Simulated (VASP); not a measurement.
Runs of VASP 6.6.1 on CdS. The structure is that of space group F-43m (No. 216), or close to it. The cells are those of the table. 

```tsv
level	cell	smearing	gap on the mesh (eV)	pressure (GPa)	largest force (eV/Å)
r2SCAN	a = 4.184 Å, angles 58.1°, 2 atoms	gaussian 0.01 eV	1.51	(c)	0.01
PBE	a = 4.157, b = 4.157, c = 4.055 Å, angles 60.8, 60.8, 61.6°, 2 atoms	fermi-dirac 0.02 eV	0.98	1.7	-
PBE	a = 4.184 Å, angles 58.1°, 2 atoms	fermi-dirac 0.02 eV	(a)	(d)	0.01
r2SCAN	a = 4.157, b = 4.157, c = 4.055 Å, angles 60.8, 60.8, 61.6°, 2 atoms	gaussian 0.01 eV	1.42	0.2	0.01
r2SCAN	a = 4.182, b = 4.182, c = 4.157 Å, angles 60.2, 60.2, 59.6°, 2 atoms	gaussian 0.01 eV	(b)	-0.4	-
PBE	a = 4.182, b = 4.182, c = 4.157 Å, angles 60.2, 60.2, 59.6°, 2 atoms	fermi-dirac 0.02 eV	1.06	1.0	-
```

Alike in all rows: task single point; potentials or basis VASP PAW PBE potentials, release 64 (Cd, S); no spin polarisation; k mesh 8 × 8 × 8; cutoff (eV) 520.

Question: Estimate the missing entries.

Answer: (a) 1.07; (b) 1.50; (c) 1.9; (d) 3.3.

Caveats: the PAW data sets were made with another functional, which shifts forces and pressure a little (some runs).

A k mesh can miss the band edges, and the runs leave out spin-orbit coupling on Cd.
